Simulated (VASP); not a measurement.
Au, 1 atom in the cell. Symmetry: Fm-3m, No. 225, cubic system. Conventional cell: a = 4.157 Å, b = 4.157 Å, c = 4.157 Å, α = 90.00°, β = 90.00°, γ = 90.00°. Within 3.9 Å of Au (site symmetry m-3m) lie 12 Au at 2.94 Å. 

- Program: VASP 6.6.1
- Task: single point
- Functional: PBE
- Potentials or basis: VASP PAW PBE potentials, release 64 (Au)
- Cutoff: 520 eV
- k mesh: 13 × 13 × 13
- Occupations: methfessel-paxton, width 0.01 eV
- Spin: no spin polarisation
- Dipole correction: no
- Further INCAR settings: ALGO = Normal; EDIFF = 1e-06; NBANDS = 12

Potentials or basis: VASP PAW PBE potentials, release 64 (Au).

The run is started by

```sh
$ cat potpaw_PBE.64/Au/POTCAR > POTCAR
$ mpirun -np 1 vasp_std > vasp.out
```

Hardware: 1 thread of Intel Xeon 8259CL (shared host).

Estimate the wall time of this run.

Run time: 20 s on 1 thread of Intel Xeon 8259CL, on a shared host, peak memory 0.15 GiB. Counts: scf iterations 11, k points 84.
